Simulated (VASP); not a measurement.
# CoSi (WC type) (P-6m2) in VASP: a series of runs

CoSi (WC type) is run at these levels: PBE; tasks: single point.

All numbers are computed with VASP 6.6.1; they aren't measurements. Logs are shortened: lines on timing, memory, paths and dates and some standing lists are left out, and cuts for length are marked.

## Step 1: The cell of the first run

The structure is hexagonal, space group P-6m2 (No. 187). The conventional cell has a = 2.291 Å, b = 2.291 Å, c = 3.248 Å, α = 90.00°, β = 90.00°, γ = 120.00°. Within 2.8 Å of Co (site symmetry -6m2) lie 6 Si at 2.09 Å and 6 Co at 2.29 Å. Si (site symmetry -6m2) has 6 Co at 2.09 Å and 6 Si at 2.29 Å within 2.8 Å.

## Step 2: Single point, PBE

Contents of INCAR:

```
SYSTEM = CoSi
PREC = Accurate
ENCUT = 520
EDIFF = 1E-6
ISMEAR = -1
SIGMA = 0.05
LREAL = .FALSE.
LASPH = .TRUE.
NELM = 100
ALGO = Normal
ISIF = 2
LWAVE = .FALSE.
LCHARG = .TRUE.
GGA = PE
LELF = .TRUE.
LVHAR = .TRUE.
NBANDS = 14
```

Contents of KPOINTS:

```
regular mesh
0
G
  17 17 15
  0 0 0
```

Contents of POSCAR:

```
CoSi
1.0
    2.2912414368      0.0000000000      0.0000000000
   -1.1456207184      1.9842732905      0.0000000000
    0.0000000000      0.0000000000      3.2479779539
Co Si
1 1
Direct
    0.0000000000      0.0000000000      0.0000000000
    0.3333333333      0.6666666667      0.5000000000
```

Potentials or basis: VASP PAW PBE potentials, release 64 (Co, Si).

On the command line:

```sh
$ cat potpaw_PBE.64/Co/POTCAR potpaw_PBE.64/Si/POTCAR > POTCAR
$ mpirun -np 1 vasp_std > vasp.out
```

OUTCAR:

```text
SYSTEM = CoSi
   PREC = Accurate
   ENCUT = 520
   EDIFF = 1E-6
   ISMEAR = -1
   LREAL = .FALSE.
   LASPH = .TRUE.
   NELM = 100
   ISIF = 2
   GGA = PE

 ion  position               nearest neighbor table
   1  0.000  0.000  0.000-   2 2.09   2 2.09   2 2.09   2 2.09   2 2.09   2 2.09   2 3.10   2 3.10
                             2 3.10   2 3.10   2 3.10   2 3.10
   2  0.333  0.667  0.500-   1 2.09   1 2.09   1 2.09   1 2.09   1 2.09   1 2.09   1 3.10   1 3.10
                             1 3.10   1 3.10   1 3.10   1 3.10

  LATTYP: Found a hexagonal cell.
 ALAT       =     2.2912414368
 C/A-ratio  =     1.4175625064

  Lattice vectors:

 A1 = (   2.2912414368,   0.0000000000,   0.0000000000)
 A2 = (  -1.1456207184,   1.9842732905,   0.0000000000)
 A3 = (   0.0000000000,   0.0000000000,   3.2479779539)

Analysis of symmetry for initial positions (statically):
=====================================================================
 Subroutine PRICEL returns:
 Original cell was already a primitive cell.

 Routine SETGRP: Setting up the symmetry group for a
 hexagonal supercell.

 Subroutine GETGRP returns: Found 12 space group operations
 (whereof 12 operations were pure point group operations)
 out of a pool of 24 trial point group operations.

The static configuration has the point symmetry D_3h.

Analysis of symmetry for dynamics (positions and initial velocities):
=====================================================================
 Subroutine PRICEL returns:
 Original cell was already a primitive cell.

 Routine SETGRP: Setting up the symmetry group for a
 hexagonal supercell.

 Subroutine GETGRP returns: Found 12 space group operations
 (whereof 12 operations were pure point group operations)
 out of a pool of 24 trial point group operations.

The dynamic configuration has the point symmetry D_3h.

 Subroutine INISYM returns: Found 12 space group operations
 (whereof 12 operations are pure point group operations),
 and found     1 'primitive' translations

----------------------------------------------------------------------------------------

                                     Primitive cell

  volume of cell :      14.7668

  direct lattice vectors                    reciprocal lattice vectors
     2.291241437  0.000000000  0.000000000     0.436444621  0.251981419  0.000000000
    -1.145620718  1.984273291  0.000000000     0.000000000  0.503962839  0.000000000
     0.000000000  0.000000000  3.247977954     0.000000000  0.000000000  0.307883863

  length of vectors
     2.291241437  2.291241437  3.247977954     0.503962839  0.503962839  0.307883863

  position of ions in fractional coordinates (direct lattice)
     0.000000000  0.000000000  0.000000000
     0.333333333  0.666666667  0.500000000

  ion indices of the primitive-cell ions
   primitive index   ion index
                 1           1
                 2           2

----------------------------------------------------------------------------------------

 KPOINTS: regular mesh

Automatic generation of k-mesh.
 Grid dimensions read from file:
 generate k-points for:   17   17   15

 Generating k-lattice:

  Cartesian coordinates                     Fractional coordinates (reciprocal lattice)
     0.025673213  0.014822436  0.000000000     0.058823529  0.000000000  0.000000000
     0.000000000  0.029644873  0.000000000     0.000000000  0.058823529  0.000000000
     0.000000000  0.000000000  0.020525591     0.000000000  0.000000000  0.066666667

  Length of vectors
     0.029644873  0.029644873  0.020525591

  Shift w.r.t. Gamma in fractional coordinates (k-lattice)
     0.000000000  0.000000000  0.000000000

 Subroutine IBZKPT returns following result:
 ===========================================

 Found    264 irreducible k-points:

 Following reciprocal coordinates:
            Coordinates               Weight
  0.000000  0.000000  0.000000      1.000000
  0.058824 -0.000000  0.000000      6.000000
  0.117647  0.000000  0.000000      6.000000
  0.176471  0.000000  0.000000      6.000000
  0.235294  0.000000  0.000000      6.000000
  0.294118  0.000000  0.000000      6.000000
[... 16 lines left out ...]
  0.411765  0.117647  0.000000     12.000000
  0.176471  0.176471  0.000000      6.000000
 [... further k-points ...]
   k-points           NKPTS =    264   k-points in BZ     NKDIM =    264   number of bands    NBANDS=     14
   number of dos      NEDOS =    301   number of ions     NIONS =      2
   total plane-waves  NPLWV =   7776
   dimension x,y,z NGX =    18 NGY =   18 NGZ =   24
   dimension x,y,z NGXF=    36 NGYF=   36 NGZF=   48
   ions per type =               1   1
   NGX,Y,Z   is equivalent  to a cutoff of  13.06, 13.06, 12.28 a.u.
   NGXF,Y,Z  is equivalent  to a cutoff of  26.12, 26.12, 24.57 a.u.
 SYSTEM =  CoSi
   PREC   = accura    normal or accurate (medium, high low for compatibility)
   ISTART =      0    job   : 0-new  1-cont  2-samecut
   ICHARG =      2    charge: 1-file 2-atom 10-const
   ISPIN  =      1    spin polarized calculation?
   LNONCOLLINEAR =      F non collinear calculations
   LSORBIT =      F    spin-orbit coupling
   LASPH  =      T    aspherical Exc in radial PAW
   ENCUT  =  520.0 eV  38.22 Ry    6.18 a.u.   4.26  4.26  6.04*2*pi/ulx,y,z
   NELM   =    100;   NELMIN=  2; NELMDL= -5     # of ELM steps
   EDIFF  = 0.1E-05   stopping-criterion for ELM
   LREAL  =      F    real-space projection
   EDIFFG = 0.1E-04   stopping-criterion for IOM
   NSW    =      0    number of steps for IOM
   IBRION =     -1    ionic relax: 0-MD 1-quasi-New 2-CG
   NFREE  =      0    steps in history (QN), initial steepest desc. (CG)
   ISIF   =      2    stress and relaxation
   ISYM   =      2    0-nonsym 1-usesym 2-fastsym
   POTIM  = 0.5000    time-step for ionic-motion
   TEBEG  =    0.0;   TEEND  =   0.0 temperature during run
   PSTRESS=    0.0 pullay stress
   NELECT =      13.0000    total number of electrons
   NUPDOWN=      -1.0000    fix difference up-down
   EMIN   =  10.00;   EMAX   =-10.00  energy-range for DOS
   EFERMI =   0.00;   METHOD = LEGACY
   ISMEAR =    -1;   SIGMA  =   0.05  broadening in eV -4-tet -1-fermi 0-gaus
   EFERMI_NEDOS =   21; number of points for ismear=-14 and -15
   IALGO  =     38    algorithm
   IMIX   =      4    mixing-type and parameters
     AMIX     =   0.40;   BMIX     =  1.00
     AMIX_MAG =   1.60;   BMIX_MAG =  1.00
  volume/ion in A,a.u.               =       7.38        49.83
  Fermi-wavevector in a.u.,A,eV,Ry     =   1.569016  2.965011 33.494991  2.461812
  Thomas-Fermi vector in A             =   2.670962
   LORBIT       =      0    0 simple, 1 ext, 2 COOP (PROOUT), +10 PAW based schemes
   GGA     = PE    functional components
   LHFCALC =     F    Hartree Fock is set to
   AEXX    =    0.0000 exact exchange contribution
   IVDW    =     0    specifies the selected vdW correction
   LEPSILON=     F    determine dielectric tensor
   LRPA    =     F    only Hartree local field effects (RPA)
 non-spin polarized calculation
  energy-cutoff  :      520.00
  volume of cell :       14.77
 maximum number of plane-waves:       427
 NGX is ok and might be reduce to    18
   NGX =  9   NGY =  9   NGZ = 13

 number of electron      13.0000002 magnetization

 Free energy of the ion-electron system (eV)
  ---------------------------------------------------
  ext. energy  EPLUGINS =         0.00000000
  ---------------------------------------------------
  free energy    TOTEN  =        -9.72729359 eV

  energy without entropy =       -9.71791970  energy(sigma->0) =       -9.72260665

 E-fermi :  19.6453     XC(G=0): -14.9644

 val. band max:       19.6206012303   @ k =   0.3529   0.1176   0.2000
 cond. band min:      19.6456947334   @ k =   0.4118   0.1176   0.2667
 fundamental gap:      0.0250935031
 Fermi energy:        19.6453405633

 k-point     1 :       0.0000    0.0000    0.0000
  band No.  band energies     occupation
      1       1.4743      2.00000
      2      12.4389      2.00000
      3      14.6923      2.00000
      4      16.5255      2.00000
      5      16.5255      2.00000
      6      17.9293      2.00000
      7      17.9293      2.00000
      8      23.7272      0.00000
      9      33.3559      0.00000
     10      33.3559      0.00000
     11      36.9451      0.00000
     12      36.9451      0.00000
     13      38.3849      0.00000
     14      42.4917      0.00000

 k-point     2 :       0.0588   -0.0000    0.0000
  band No.  band energies     occupation
      1       1.6045      2.00000
      2      12.5390      2.00000
      3      14.5623      2.00000
      4      16.4205      2.00000
      5      16.6136      2.00000
      6      17.8979      2.00000
      7      18.1340      2.00000
      8      23.7461      0.00000
      9      31.9822      0.00000
     10      32.7872      0.00000
     11      36.4695      0.00000
     12      37.6920      0.00000
     13      39.6613      0.00000
     14      41.5472      0.00000

 k-point     3 :       0.1176    0.0000    0.0000
  band No.  band energies     occupation
      1       1.9921      2.00000
      2      12.8180      2.00000
      3      14.2519      2.00000
      4      16.1305      2.00000
      5      16.8713      2.00000
      6      17.8084      2.00000
      7      18.6667      2.00000
      8      23.7882      0.00000
      9      29.4894      0.00000
     10      31.7086      0.00000
     11      35.7183      0.00000
     12      39.2997      0.00000
     13      39.5980      0.00000
     14      41.3936      0.00000
[... 324 lines left out ...]
 k-point    23 :       0.4118    0.1176    0.0000
  band No.  band energies     occupation
      1       8.8792      2.00000
      2      11.4300      2.00000
      3      12.9911      2.00000
      4      13.5854      2.00000
      5      16.4527      2.00000
      6      19.3666      1.99244
      7      21.0489      0.00000
      8      23.7718      0.00000
      9      24.1718      0.00000
     10      27.9613      0.00000
     11      29.7703      0.00000
     12      33.8988      0.00000
     13      36.6288      0.00000
     14      38.1748      0.00000

 k-point    24 :       0.1765    0.1765    0.0000
  band No.  band energies     occupation
      1       4.8287      2.00000
      2      13.3295      2.00000
      3      13.9037      2.00000
      4      14.6767      2.00000
      5      16.9110      2.00000
      6      18.3880      2.00000
      7      21.6636      0.00000
      8      22.5994      0.00000
      9      24.0906      0.00000
     10      27.0212      0.00000
     11      33.9645      0.00000
     12      37.4238      0.00000
     13      38.5791      0.00000
     14      39.2923      0.00000

 [... further k-points ...]
[... 5 lines left out ...]
  --------------------------------------------------------------------------------------
  -------------------------------------------------------------------------------------
  Total       19.4096832     19.4096832     19.6125247      0.0000000      0.0000000      0.0000000
  in kB     2105.9284695   2105.9284695   2127.9365378      0.0000000      0.0000000      0.0000000
  external PRESSURE =    2113.2644923 kB  Pullay stress =       0.0000000 kB

 VOLUME and BASIS-vectors are now :
 -----------------------------------------------------------------------------
  energy-cutoff  :      520.00
  volume of cell :       14.77
      direct lattice vectors                 reciprocal lattice vectors
     2.291241437  0.000000000  0.000000000     0.436444621  0.251981419  0.000000000
    -1.145620718  1.984273291  0.000000000     0.000000000  0.503962839  0.000000000
     0.000000000  0.000000000  3.247977954     0.000000000  0.000000000  0.307883863

 POSITION                                       TOTAL-FORCE (eV/Angst)
 -----------------------------------------------------------------------------------
      0.00000      0.00000      0.00000         0.000000     -0.000000      0.000000
     -0.00000      1.32285      1.62399        -0.000000      0.000000      0.000000
 -----------------------------------------------------------------------------------
    total drift:                                0.000000     -0.000000      0.000000

  FREE ENERGIE OF THE ION-ELECTRON SYSTEM (eV)
  ---------------------------------------------------
  free  energy   TOTEN  =        -9.7272935929 eV

  energy  without entropy=       -9.7179196972  energy(sigma->0) =       -9.72260665
```

Run time: 64 s. Hardware: 1 thread of Intel Xeon 8259CL, shared host; peak memory 0.17 GiB.

What came out:

```yaml
Free_energy: -9.7273 eV
Pressure: 211.3 GPa
Band_gap_on_the_k_mesh: zero (an odd number of electrons rules out a gap without spin polarisation)
```

Caveat: the cell stands under pressure; the run has no spin polarisation, though such a crystal can be magnetic. Spin polarisation is off, so any magnetic state and its effect on volume and gap are missing.

(Part 1 of 2 ends here.)
